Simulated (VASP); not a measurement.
Wanted: the native input for a VASP 6.6.1 run.

```yaml
Task: relaxation of cell and atoms
Functional: PBE
Potentials_or_basis: VASP PAW PBE potentials, release 64 (Hf_pv, Bi_d, O)
Cutoff: 600 eV
k_mesh: 6 × 6 × 4
Occupations: gaussian, width 0.1 eV
Spin: no spin polarisation
Dipole_correction: no
Further_INCAR_settings: ALGO = Normal; EDIFF = 1e-06; IBRION = 2; EDIFFG = -0.04; NSW = 90; ISIF = 3
```

The structure of Hf2Bi2O lies in POSCAR:

```
Hf2Bi2O
1.0
    5.2061406669      0.0000000000      0.0000000000
   -2.6030703334      4.5086500732      0.0000000000
    0.0000000000      0.0000000000      5.4377885588
Hf Bi O
2 2 1
Direct
    0.3333333333      0.6666666667      0.2390506933
    0.3333333333      0.6666666667      0.7609493067
    0.6666666667      0.3333333333      0.0000000000
    0.0000000000      0.0000000000      0.0000000000
    0.0000000000      0.0000000000      0.5000000000
```

The cell was built from a structure type or drawn by symmetry, and may not be a known phase.

These files were run (other wordings do the same):

INCAR

```
SYSTEM = Hf2Bi2O
PREC     = Accurate       ! precision mode
ENCUT    = 600            ! plane-wave cutoff, eV
EDIFF    = 1E-6           ! SCF threshold, eV
ISMEAR   = 0              ! smearing method
SIGMA    = 0.1            ! smearing width, eV
LREAL    = .False.        ! projectors in reciprocal space
LASPH    = .True.         ! aspherical terms in the spheres
NELM     = 100            ! most SCF steps
ALGO     = Normal         ! electronic algorithm
ISIF     = 3              ! what is computed and relaxed
LWAVE    = .False.        ! write WAVECAR
LCHARG   = .False.        ! write CHGCAR
GGA      = PE             ! functional
IBRION   = 2              ! ionic algorithm
NSW      = 90             ! ionic steps
EDIFFG   = -0.04          ! ionic threshold
```

KPOINTS

```
regular mesh
0
Gamma
  6 6 4
  0 0 0
```

Potentials or basis: VASP PAW PBE potentials, release 64 (Hf_pv, Bi_d, O).

Run with:

```bash
$ cat potpaw_PBE.64/Hf_pv/POTCAR potpaw_PBE.64/Bi_d/POTCAR potpaw_PBE.64/O/POTCAR > POTCAR
$ mpirun -np 1 vasp_std > vasp.out
```

Results of the run:

- Relaxed volume: 25.27 Å³/atom
- Relaxed cell: a = 5.277 Å, b = 5.277 Å, c = 5.240 Å, α = 90.00°, β = 90.00°, γ = 120.00°
- Space group after relaxing (to 0.1 Å): P-6m2 (No. 187)
- Energy gained by relaxing: 19.5 meV/atom
- Ionic steps: 5
- Pressure after relaxing: -0.1 GPa
- Largest force after relaxing: 0.018 eV/Å
- Band gap on the k mesh: zero (bands 28 and 29 overlap by 0.91 eV)

Caveat: spin-orbit coupling is left out, which moves the levels of the heavy elements.

It took 3.1 min on 1 thread of Intel(R) Xeon(R) 6975P-C (Granite Rapids), with other jobs on the host, peak memory 0.35 GiB.
